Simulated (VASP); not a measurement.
The system is Al.

```
Al
1.0
     4.87397    0.00000    0.00000
    -2.43698    4.22098    0.00000
     0.00000    0.00000    4.53261
Al
5
Cartesian
  -1.6397 2.8400 2.2663
  0.7973 1.3809 2.2663
  3.2794 0.0000 2.2663
  2.4370 1.4070 0.0000
  0.0000 2.8140 0.0000
```

```yaml
Program: VASP 6.6.1
Task: relaxation of cell and atoms
Functional: PBE
Potentials_or_basis: VASP PAW PBE potentials, release 64 (Al)
Cutoff: 600 eV
k_mesh: 9 × 9 × 8
Occupations: gaussian, width 0.1 eV
Spin: no spin polarisation
```

At the start: pressure 0.3 GPa; volume 18.65 Å³/atom.

**Question.** How do energy, volume and symmetry change on relaxing?

**Answer.** Over 8 steps the energy falls by 4.9 meV/atom and the volume is 18.74 Å³/atom (+0.5 %); space group P-62m (No. 189, to 0.05 Å).

The path:
```
step  energy change (eV)  largest force (eV/Å)  pressure (GPa)  volume (Å³)
   1              0.0000                0.0405            0.27        93.25
   2             -0.0108                0.0848           -0.02        93.67
   3             -0.0173                0.1316           -0.75        94.89
   4             -0.0211                0.1151           -0.53        94.45
   5             -0.0232                0.0521            0.14        93.59
   6             -0.0234                0.0659           -0.01        93.78
   7             -0.0245                0.0197            0.03        93.72
   8             -0.0246                0.0061            0.05        93.71
```

Final structure:
```
Al
1.0
     4.82440    0.00000    0.00000
    -2.41220    4.17805    0.00000
     0.00000    0.00000    4.64890
Al
5
Direct
  0.00000 0.66899 0.50000
  0.33101 0.33101 0.50000
  0.66899 0.00000 0.50000
  0.66667 0.33333 0.00000
  0.33333 0.66667 0.00000
```
